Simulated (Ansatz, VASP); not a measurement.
# One calculation of PbSe, two programs

File INCAR:

```
SYSTEM = PbSe
PREC = Accurate
ENCUT = 520
EDIFF = 1E-6
ISMEAR = 0
SIGMA = 0.05
LREAL = .False.
LASPH = .True.
NELM = 80
ALGO = Normal
ISIF = 2
LWAVE = .False.
LCHARG = .True.
GGA = PE
LELF = .True.
LVHAR = .True.
NBANDS = 17
```

The input KPOINTS:

```
regular mesh
0
Gamma
  12 12 12
  0 0 0
```

The input POSCAR:

```
PbSe
1.0
    0.0000000000      3.0606500000      3.0606500000
    3.0606500000      0.0000000000      3.0606500000
    3.0606500000      3.0606500000      0.0000000000
Pb Se
1 1
Direct
    0.0000000000      0.0000000000      0.0000000000
    0.5000000000      0.5000000000      0.5000000000
```

Input for Ansatz:

```yaml
crystal:
  lattice:
    - [0.0, 3.06065, 3.06065]
    - [3.06065, 0.0, 3.06065]
    - [3.06065, 3.06065, 0.0]
  atoms:
    - { symbol: Pb, position: [0.0, 0.0, 0.0] }
    - { symbol: Se, position: [0.5, 0.5, 0.5] }
basis:
  ecutwfc: 420
kpoints:
  mp_grid: { grid: [12, 12, 12] }
hamiltonian:
  xc: pbe
scf:
  occupations: { method: gaussian, width: 0.05 }
output:
  forces: true
  eigenvalues: true
  eigenstates:
    nscf_kmesh: { grid: [34, 34, 34] }
    top_band: c6
    de_dk: true
    localisation: true
  stress: true
checkpoint:
  write: ck
  compress: false
  write_wavefunctions: false
  write_every: 100000
```

Alike in both runs: task single point; functional PBE; k mesh 12 × 12 × 12; occupations gaussian, width 0.05 eV; no spin polarisation.

|  | VASP | Ansatz |
| --- | --- | --- |
| version | VASP 6.6.1 | Ansatz 0.2.0 |
| potentials or method | VASP PAW PBE potentials, release 64 (Pb_d, Se), cutoff 520 eV | scalar-relativistic, plane waves, PAW |
| valence electrons in the cell | 20 | 30 |

```csv
,VASP,Ansatz,Ansatz less VASP
pressure (GPa),2.4,2.4,+0.02
```

VASP's potentials hold 20 valence electrons a cell and Ansatz's 30, so a difference there can come from the potentials and not from the codes.

Spin-orbit coupling is off throughout.
